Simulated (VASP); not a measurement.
# WS2 (P6_3/mmc) in VASP: notebook, part 2 of 2

VASP 6.6.1.

## Step 3: Single point, r2SCAN+U, collinear spin, zero start

File POSCAR:

```
WS2
1.0
    3.1799994900      0.0000000000      0.0000000000
   -1.5899997400      2.7539603400      0.0000000000
    0.0000000000      0.0000000000     12.4999993200
W S
2 4
Direct
    0.3333333333      0.6666666667      0.2500000000
    0.6666666667      0.3333333333      0.7500000000
    0.3333333333      0.6666666667      0.6200000000
    0.6666666667      0.3333333333      0.1200000000
    0.3333333333      0.6666666667      0.8800000000
    0.6666666667      0.3333333333      0.3800000000
```

File INCAR.step1:

```
PREC     = Accurate       # precision mode
ENCUT    = 520            # plane-wave cutoff, eV
ISMEAR   = 0              # smearing method
SIGMA    = 0.05           # smearing width, eV
LREAL    = F              # projectors in reciprocal space
LASPH    = T              # aspherical terms in the spheres
NELM     = 150            # most SCF steps
ISPIN    = 2              # spin polarisation
MAGMOM   = 0 0 0 0 0 0    # initial moments
LMAXMIX  = 4              # l up to which the mixer works
LDAU     = T              # DFT+U
LDAUTYPE = 2            
LDAUL    = 2 -1           # shell
LDAUU    = 2 0            # U, eV
LDAUJ    = 0 0          
NBANDS   = 39             # bands
GGA      = PE             # functional
ALGO     = Normal         # electronic algorithm
EDIFF    = 1E-4           # SCF threshold, eV
LWAVE    = T              # write WAVECAR
LCHARG   = F              # write CHGCAR
```

File INCAR.step2:

```
PREC     = Accurate       # precision mode
ENCUT    = 520            # plane-wave cutoff, eV
EDIFF    = 1E-7           # SCF threshold, eV
ISMEAR   = 0              # smearing method
SIGMA    = 0.05           # smearing width, eV
LREAL    = F              # projectors in reciprocal space
LASPH    = T              # aspherical terms in the spheres
NELM     = 150            # most SCF steps
ALGO     = Normal         # electronic algorithm
ISIF     = 2              # what is computed and relaxed
LWAVE    = F              # write WAVECAR
LCHARG   = F              # write CHGCAR
ISPIN    = 2              # spin polarisation
MAGMOM   = 0 0 0 0 0 0    # initial moments
LORBIT   = 11             # projections on sites
LMAXMIX  = 4              # l up to which the mixer works
LDAU     = T              # DFT+U
LDAUTYPE = 2            
LDAUL    = 2 -1           # shell
LDAUU    = 2 0            # U, eV
LDAUJ    = 0 0          
LDAUPRINT= 1            
METAGGA  = R2SCAN         # meta-GGA
LMIXTAU  = T            
NBANDS   = 39             # bands
ISTART   = 1
```

File KPOINTS:

```
Automatic mesh
0
Gamma
  7 7 2
```

Potentials or basis: VASP PAW PBE potentials, release 64 (W_sv, S).

Started as:

```
> cat potpaw_PBE.64/W_sv/POTCAR potpaw_PBE.64/S/POTCAR > POTCAR
> cp INCAR.step1 INCAR
> mpirun -np 1 vasp_std > vasp.out
> cp INCAR.step2 INCAR
> mpirun -np 1 vasp_std > vasp.out
```

OUTCAR:

```text
PREC = Accurate
   ENCUT = 520
   EDIFF = 1E-7
   ISMEAR = 0
   LREAL = F
   LASPH = T
   NELM = 150
   ISIF = 2
   ISPIN = 2
   LORBIT = 11
   METAGGA = R2SCAN
   ISTART = 1

 ion  position               nearest neighbor table
   1  0.333  0.667  0.250-   4 2.45   6 2.45   4 2.45   6 2.45   4 2.45   6 2.45
   2  0.667  0.333  0.750-   3 2.45   5 2.45   3 2.45   5 2.45   3 2.45   5 2.45
   3  0.333  0.667  0.620-   2 2.45   2 2.45   2 2.45
   4  0.667  0.333  0.120-   1 2.45   1 2.45   1 2.45
   5  0.333  0.667  0.880-   2 2.45   2 2.45   2 2.45
   6  0.667  0.333  0.380-   1 2.45   1 2.45   1 2.45

  LATTYP: Found a hexagonal cell.
 ALAT       =     3.1799994900
 C/A-ratio  =     3.9308180266

  Lattice vectors:

 A1 = (   3.1799994900,   0.0000000000,   0.0000000000)
 A2 = (  -1.5899997400,   2.7539603400,   0.0000000000)
 A3 = (   0.0000000000,   0.0000000000,  12.4999993200)

Analysis of symmetry for initial positions (statically):
=====================================================================
 Subroutine PRICEL returns:
 Original cell was already a primitive cell.

 Routine SETGRP: Setting up the symmetry group for a
 hexagonal supercell.

 Subroutine GETGRP returns: Found 24 space group operations
 (whereof 12 operations were pure point group operations)
 out of a pool of 24 trial point group operations.

The static configuration has the point symmetry D_3d.
 The point group associated with its full space group is D_6h.

Analysis of symmetry for dynamics (positions and initial velocities):
=====================================================================
 Subroutine PRICEL returns:
 Original cell was already a primitive cell.

 Routine SETGRP: Setting up the symmetry group for a
 hexagonal supercell.

 Subroutine GETGRP returns: Found 24 space group operations
 (whereof 12 operations were pure point group operations)
 out of a pool of 24 trial point group operations.

[... 240 lines left out ...]

 spin component 1

 k-point     1 :       0.0000    0.0000    0.0000
  band No.  band energies     occupation
      1     -69.9343      1.00000
      2     -69.9342      1.00000
      3     -33.4669      1.00000
      4     -33.4668      1.00000
      5     -33.3066      1.00000
      6     -33.3066      1.00000
[... 645 lines left out ...]
     37      14.3597      0.00000
     38      14.3597      0.00000
 Fermi energy:         7.1840454261

 spin component 2

 k-point     1 :       0.0000    0.0000    0.0000
  band No.  band energies     occupation
      1     -69.9343      1.00000
      2     -69.9342      1.00000
      3     -33.4669      1.00000
      4     -33.4668      1.00000
      5     -33.3066      1.00000
      6     -33.3066      1.00000
[... 645 lines left out ...]
     37      14.3597      0.00000
     38      14.3597      0.00000
 [bands above 38 left out]

------------------------ aborting loop because EDIFF is reached ----------------------------------------

  FORCE on cell =-STRESS in cart. coord.  units (eV):
  Direction    XX          YY          ZZ          XY          YZ          ZX
  --------------------------------------------------------------------------------------
  -------------------------------------------------------------------------------------
  Total       -1.2387311     -1.2387311     -5.8527627     -0.0000000      0.0000000     -0.0000000
  in kB      -18.1297953    -18.1297952    -85.6597447     -0.0000000      0.0000000     -0.0000000
  external PRESSURE =     -40.6397784 kB  Pullay stress =       0.0000000 kB

 VOLUME and BASIS-vectors are now :
 -----------------------------------------------------------------------------
  energy-cutoff  :      520.00
  volume of cell :      109.47
      direct lattice vectors                 reciprocal lattice vectors
     3.179999490  0.000000000  0.000000000     0.314465459  0.181556717  0.000000000
    -1.589999740  2.753960340  0.000000000     0.000000000  0.363113435  0.000000000
     0.000000000  0.000000000 12.499999320     0.000000000  0.000000000  0.080000004

 POSITION                                       TOTAL-FORCE (eV/Angst)
 -----------------------------------------------------------------------------------
      0.00000      1.83597      3.12500         0.000000     -0.000000      0.000000
      1.59000      0.91799      9.37500        -0.000000      0.000000      0.000000
      0.00000      1.83597      7.75000         0.000000      0.000000      1.155750
      1.59000      0.91799      1.50000        -0.000000      0.000000      1.155750
      0.00000      1.83597     11.00000         0.000000      0.000000     -1.155750
      1.59000      0.91799      4.75000        -0.000000     -0.000000     -1.155750
 -----------------------------------------------------------------------------------
    total drift:                               -0.000000      0.000000     -0.000000

  FREE ENERGIE OF THE ION-ELECTRON SYSTEM (eV)
  ---------------------------------------------------
  free  energy   TOTEN  =      -135.5422134562 eV

  energy  without entropy=     -135.5422134562  energy(sigma->0) =     -135.54221346

 total charge

# of ion       s       p       d       tot
------------------------------------------
    1        2.308   6.311   3.232  11.851
    2        2.308   6.311   3.232  11.851
    3        1.353   2.366   0.000   3.719
    4        1.353   2.366   0.000   3.719
    5        1.353   2.366   0.000   3.719
    6        1.353   2.366   0.000   3.719
--------------------------------------------------
tot         10.026  22.088   6.463  38.577

 magnetization (x)

# of ion       s       p       d       tot
------------------------------------------
    1       -0.000  -0.000   0.000   0.000
    2       -0.000  -0.000   0.000   0.000
    3        0.000  -0.000   0.000  -0.000
    4        0.000  -0.000   0.000  -0.000
    5        0.000  -0.000   0.000  -0.000
    6        0.000  -0.000   0.000  -0.000
--------------------------------------------------
tot         -0.000  -0.000   0.000  -0.000
```

OSZICAR.step1:

```text
N       E                     dE             d eps       ncg     rms          rms(c)
DAV:   1     0.505171035282E+03    0.50517E+03   -0.27845E+04  2720   0.133E+03
DAV:   2    -0.136223335987E+02   -0.51879E+03   -0.49607E+03  2831   0.375E+02
DAV:   3    -0.453030297493E+02   -0.31681E+02   -0.31106E+02  3124   0.906E+01
DAV:   4    -0.459454501885E+02   -0.64242E+00   -0.64131E+00  3020   0.138E+01
DAV:   5    -0.459574216779E+02   -0.11971E-01   -0.11970E-01  3087   0.199E+00    0.344E+01
DAV:   6    -0.431742661879E+02    0.27832E+01   -0.83217E+00  2823   0.193E+01    0.147E+01
DAV:   7    -0.428881409696E+02    0.28613E+00   -0.24122E+00  2643   0.839E+00    0.647E+00
DAV:   8    -0.427216334003E+02    0.16651E+00   -0.39059E-01  2907   0.427E+00    0.207E+00
DAV:   9    -0.427250733341E+02   -0.34399E-02   -0.52284E-02  2970   0.105E+00    0.117E+00
DAV:  10    -0.427225063486E+02    0.25670E-02   -0.22921E-02  2931   0.937E-01    0.359E-01
DAV:  11    -0.427219535600E+02    0.55279E-03   -0.44181E-03  2818   0.375E-01    0.215E-01
DAV:  12    -0.427219088471E+02    0.44713E-04   -0.17200E-04  2240   0.742E-02
   1 F= -.42721909E+02 E0= -.42721909E+02  d E =-.214069E-14  mag=    -0.0000
```

Run time: 11 min. Hardware: 1 thread of Oxide Virtual Turin-like, shared host; peak memory 0.3 GiB.

What came out:

| Item | Value |
| --- | --- |
| Free energy | -135.5422 eV |
| Pressure | -4.1 GPa |
| Largest force | 1.156 eV/Å |
| Band gap on the k mesh | 1.21 eV (least direct gap 2.40 eV) |
| Net moment | 0.00 μB per cell |
| Valence electrons inside the program's atomic spheres | W 11.85; S 3.72 |

Forces on the atoms (eV/Å):
```
W    0.000  0.000  0.000
W    0.000  0.000  0.000
S    0.000  0.000  1.156
S    0.000  0.000  1.156
S    0.000  0.000 -1.156
S    0.000  0.000 -1.156
```

Stress tensor (GPa, compression positive):
```
-1.81  0.00  0.00
 0.00 -1.81  0.00
 0.00  0.00 -8.57
```

Eigenvalues of the final occupation matrices:
| site | spin | trace | eigenvalues |
| --- | --- | --- | --- |
| site 1 d | 1 | 1.64 | 0.31 0.31 0.33 0.33 0.36 |
| site 1 d | 2 | 1.64 | 0.31 0.31 0.33 0.33 0.36 |
| site 2 d | 1 | 1.64 | 0.31 0.31 0.33 0.33 0.36 |
| site 2 d | 2 | 1.64 | 0.31 0.31 0.33 0.33 0.36 |

Caveat: the stress differs along the axes, from -9 to -2 GPa; the PAW data sets were made with another functional, which shifts forces and pressure a little; spin-orbit coupling is left out, which moves the levels of the heavy elements.
